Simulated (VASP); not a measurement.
# WS2 in VASP: notebook, part 2 of 2

VASP 6.6.1.

### 4 Single point, PBEsol (36.37 Å³/atom)

INCAR

```
PREC = Accurate
ENCUT = 520
EDIFF = 1E-6
ISMEAR = 0
SIGMA = 0.05
LREAL = False
LASPH = True
NELM = 100
ALGO = Normal
ISIF = 2
LWAVE = False
LCHARG = False
GGA = PS
NBANDS = 35
```

KPOINTS

```
regular mesh
0
Gamma
  12 12 2
```

POSCAR

```
WS2
1.0
    3.3154872080      0.0000000000      0.0000000000
   -1.6577436040      2.8712961481      0.0000000000
    0.0000000000      0.0000000000     22.9216208124
W S
2 4
Direct
    0.3333333333      0.6666666667      0.6345659624
    0.6666666667      0.3333333333      0.3654340376
    0.3333333333      0.6666666667      0.2989660749
    0.6666666667      0.3333333333      0.5680485953
    0.3333333333      0.6666666667      0.4319514047
    0.6666666667      0.3333333333      0.7010339251
```

Potentials or basis: VASP PAW PBE potentials, release 64 (W_sv, S).

Started as:

```console
$ cat potpaw_PBE.64/W_sv/POTCAR potpaw_PBE.64/S/POTCAR > POTCAR
$ mpirun -np 1 vasp_std > vasp.out
```

OUTCAR:

```text
PREC = Accurate
   ENCUT = 520
   EDIFF = 1E-6
   ISMEAR = 0
   LREAL = False
   LASPH = True
   NELM = 100
   ISIF = 2
   GGA = PS

 ion  position               nearest neighbor table
   1  0.333  0.667  0.635-   6 2.45   6 2.45   6 2.45   4 2.45   4 2.45   4 2.45
   2  0.667  0.333  0.365-   3 2.45   3 2.45   3 2.45   5 2.45   5 2.45   5 2.45
   3  0.333  0.667  0.299-   2 2.45   2 2.45   2 2.45
   4  0.667  0.333  0.568-   1 2.45   1 2.45   1 2.45
   5  0.333  0.667  0.432-   2 2.45   2 2.45   2 2.45
   6  0.667  0.333  0.701-   1 2.45   1 2.45   1 2.45

  LATTYP: Found a hexagonal cell.
 ALAT       =     3.3154872080
 C/A-ratio  =     6.9135000000

  Lattice vectors:

 A1 = (   3.3154872080,   0.0000000000,   0.0000000000)
 A2 = (  -1.6577436040,   2.8712961481,   0.0000000000)
 A3 = (   0.0000000000,   0.0000000000,  22.9216208124)

Analysis of symmetry for initial positions (statically):
=====================================================================
 Subroutine PRICEL returns:
 Original cell was already a primitive cell.

 Routine SETGRP: Setting up the symmetry group for a
 hexagonal supercell.

 Subroutine GETGRP returns: Found 12 space group operations
 (whereof 12 operations were pure point group operations)
 out of a pool of 24 trial point group operations.

The static configuration has the point symmetry D_3d.

Analysis of symmetry for dynamics (positions and initial velocities):
=====================================================================
 Subroutine PRICEL returns:
 Original cell was already a primitive cell.

 Routine SETGRP: Setting up the symmetry group for a
 hexagonal supercell.

 Subroutine GETGRP returns: Found 12 space group operations
 (whereof 12 operations were pure point group operations)
 out of a pool of 24 trial point group operations.

The dynamic configuration has the point symmetry D_3d.

[... 128 lines left out ...]
  Fermi-wavevector in a.u.,A,eV,Ry     =   1.014968  1.918012 14.016181  1.030160
  Thomas-Fermi vector in A             =   2.148227
   LORBIT       =      0    0 simple, 1 ext, 2 COOP (PROOUT), +10 PAW based schemes
   GGA     = PS    functional components
   LHFCALC =     F    Hartree Fock is set to
   AEXX    =    0.0000 exact exchange contribution
   IVDW    =     0    specifies the selected vdW correction
   LEPSILON=     F    determine dielectric tensor
   LRPA    =     F    only Hartree local field effects (RPA)
 non-spin polarized calculation
 Gauss-broadening in eV      SIGMA  =   0.05
  energy-cutoff  :      520.00
  volume of cell :      218.21
 maximum number of plane-waves:      5912
 NGX is ok and might be reduce to    28
   NGX = 13   NGY = 13   NGZ = 85

 number of electron      52.0000002 magnetization

 Free energy of the ion-electron system (eV)
  ---------------------------------------------------
  ext. energy  EPLUGINS =         0.00000000
  ---------------------------------------------------
  free energy    TOTEN  =       -50.00365672 eV

  energy without entropy =      -50.00365672  energy(sigma->0) =      -50.00365672

 E-fermi :   1.3250     XC(G=0):  -6.0840

 val. band max:        1.0147224630   @ k =   0.0000   0.0000   0.0000
 cond. band min:       1.5637459942   @ k =   0.3333   0.3333   0.0000
 fundamental gap:      0.5490235312
 Fermi energy:         1.3249923934

 k-point     1 :       0.0000    0.0000    0.0000
  band No.  band energies     occupation
      1     -73.8243      2.00000
      2     -73.8243      2.00000
      3     -37.9755      2.00000
      4     -37.9755      2.00000
      5     -37.9439      2.00000
      6     -37.9439      2.00000
[... 901 lines left out ...]
     34       4.5851      0.00000
     35       6.4476      0.00000

 [... further k-points ...]

------------------------ aborting loop because EDIFF is reached ----------------------------------------

  FORCE on cell =-STRESS in cart. coord.  units (eV):
  Direction    XX          YY          ZZ          XY          YZ          ZX
  --------------------------------------------------------------------------------------
  -------------------------------------------------------------------------------------
  Total      -10.1798577    -10.1798577     -1.5527804     -0.0000000      0.0000000      0.0000000
  in kB      -74.7449094    -74.7449094    -11.4011842     -0.0000000      0.0000000      0.0000000
  external PRESSURE =     -53.6303343 kB  Pullay stress =       0.0000000 kB

 VOLUME and BASIS-vectors are now :
 -----------------------------------------------------------------------------
  energy-cutoff  :      520.00
  volume of cell :      218.21
      direct lattice vectors                 reciprocal lattice vectors
     3.315487208  0.000000000  0.000000000     0.301614797  0.174137384  0.000000000
    -1.657743604  2.871296148  0.000000000     0.000000000  0.348274768  0.000000000
     0.000000000  0.000000000 22.921620812     0.000000000  0.000000000  0.043626932

 POSITION                                       TOTAL-FORCE (eV/Angst)
 -----------------------------------------------------------------------------------
     -0.00000      1.91420     14.54528         0.000000     -0.000000      0.006260
      1.65774      0.95710      8.37634        -0.000000      0.000000     -0.006260
     -0.00000      1.91420      6.85279        -0.000000      0.000000      0.256987
      1.65774      0.95710     13.02059        -0.000000      0.000000      0.267118
     -0.00000      1.91420      9.90103         0.000000     -0.000000     -0.267118
      1.65774      0.95710     16.06883        -0.000000      0.000000     -0.256987
 -----------------------------------------------------------------------------------
    total drift:                                0.000000      0.000000      0.000000

  FREE ENERGIE OF THE ION-ELECTRON SYSTEM (eV)
  ---------------------------------------------------
  free  energy   TOTEN  =       -50.0036567248 eV

  energy  without entropy=      -50.0036567248  energy(sigma->0) =      -50.00365672
```

stdout:

```text
POSCAR found type information on POSCAR W S
 POSCAR found :  2 types and       6 ions
 scaLAPACK will be used
 -----------------------------------------------------------------------------
|                                                                             |
|                                                                             |
|     You enforced a specific xc type in the INCAR file but a different       |
|     I HOPE YOU KNOW WHAT YOU ARE DOING!                                     |
|                                                                             |
 -----------------------------------------------------------------------------

 LDA part: xc-table for (Slater+PW92), standard interpolation
 POSCAR, INCAR and KPOINTS ok, starting setup
 FFT: planning ... GRIDC
 FFT: planning ... GRID_SOFT
 FFT: planning ... GRID
 WAVECAR not read
 entering main loop
```

Run time: 5.1 min. Hardware: 1 thread of Intel Xeon 6975P-C (Granite Rapids), shared host; peak memory 0.49 GiB.

What came out:

* Free energy: -50.0037 eV
* Largest force: 0.267 eV/Å
* Band gap on the k mesh: 0.55 eV (least direct gap 1.31 eV)

Forces on the atoms (eV/Å):
```
W    0.000  0.000  0.006
W    0.000  0.000 -0.006
S    0.000  0.000  0.257
S    0.000  0.000  0.267
S    0.000  0.000 -0.267
S    0.000  0.000 -0.257
```

Caveat: there is no dipole correction, which matters where the two faces differ; the PAW data sets were made with another functional, which shifts forces and pressure a little; spin-orbit coupling is left out, which moves the levels of the heavy elements.

### 5 Single point, PBEsol (33.67 Å³/atom)

This run uses another cell than the first one.

INCAR

```
SYSTEM = WS2
PREC = Accurate
ENCUT = 520
EDIFF = 1E-6
ISMEAR = 0
SIGMA = 0.05
LREAL = .False.
LASPH = .True.
NELM = 100
ALGO = Normal
ISIF = 2
LWAVE = .False.
LCHARG = .False.
GGA = PS
NBANDS = 35
```

KPOINTS

```
regular mesh
0
Gamma
  12 12 2
  0 0 0
```

Changes to POSCAR since step 4:

```diff
@@ -2,5 +2,5 @@
 1.0
-    3.3154872080      0.0000000000      0.0000000000
-   -1.6577436040      2.8712961481      0.0000000000
-    0.0000000000      0.0000000000     22.9216208124
+    3.0628773030      0.0000000000      0.0000000000
+   -1.5314386515      2.6525295530      0.0000000000
+    0.0000000000      0.0000000000     24.8687259736
 W S
```

Started as:

```console
$ cat potpaw_PBE.64/W_sv/POTCAR potpaw_PBE.64/S/POTCAR > POTCAR
$ mpirun -np 1 vasp_std > vasp.out
```

Run time: 3 min. Hardware: 1 thread of Intel Xeon 6975P-C (Granite Rapids), shared host; peak memory 0.44 GiB.

Results (log left out):

* Free energy: -50.2560 eV
* Largest force: 1.044 eV/Å
* Band gap on the k mesh: 1.42 eV (least direct gap 2.29 eV)

Forces in eV/Å, atoms in the order of the input:
```
W    0.000  0.000 -0.004
W    0.000  0.000  0.004
S    0.000  0.000  1.044
S    0.000  0.000  1.027
S    0.000  0.000 -1.027
S    0.000  0.000 -1.044
```

Levels at points of the mesh, in eV from the valence-band top:
```csv
k point,band 22,band 23,band 24,band 25,band 26,band 27,band 28,band 29,band 30,band 31
"(0.00, 0.00, 0.00)",-1.09,-1.08,-1.08,-0.97,-0.42,3.05,3.05,3.09,3.09,3.15
"(0.50, 0.00, 0.00)",-2.61,-1.13,-1.12,-0.87,-0.82,3.21,3.41,3.44,3.45,3.72
"(0.00, 0.00, 0.50)",-1.09,-1.08,-1.08,-0.97,-0.42,3.05,3.05,3.09,3.09,3.15
"(0.50, 0.00, 0.50)",-2.61,-1.13,-1.12,-0.87,-0.82,3.21,3.41,3.44,3.45,3.72
```

Caveat: there is no dipole correction, which matters where the two faces differ; the PAW data sets were made with another functional, which shifts forces and pressure a little; spin-orbit coupling is left out, which moves the levels of the heavy elements.

### 6 Overview

```csv
cell,gap on the mesh (eV),largest force (eV/Å)
"a = 3.360, b = 3.360, c = 22.316 Å, angles 90.0, 90.0, 120.0°, 6 atoms",0.12,0.26
"a = 3.228, b = 3.228, c = 24.184 Å, angles 90.0, 90.0, 120.0°, 6 atoms",1.50,1.26
"a = 3.315, b = 3.315, c = 22.922 Å, angles 90.0, 90.0, 120.0°, 6 atoms",0.55,0.27
"a = 3.063, b = 3.063, c = 24.869 Å, angles 90.0, 90.0, 120.0°, 6 atoms",1.42,1.04
```

Alike in all rows: task single point; level PBEsol; potentials or basis VASP PAW PBE potentials, release 64 (W_sv, S); no spin polarisation; k mesh 12 × 12 × 2; cutoff (eV) 520; smearing gaussian 0.05 eV.

Caveats: there is no dipole correction, which matters where the two faces differ; the PAW data sets were made with another functional, which shifts forces and pressure a little; spin-orbit coupling is left out, which moves the levels of the heavy elements.

Total energies depend on the potentials used, so only differences within one code and one set of settings carry meaning.
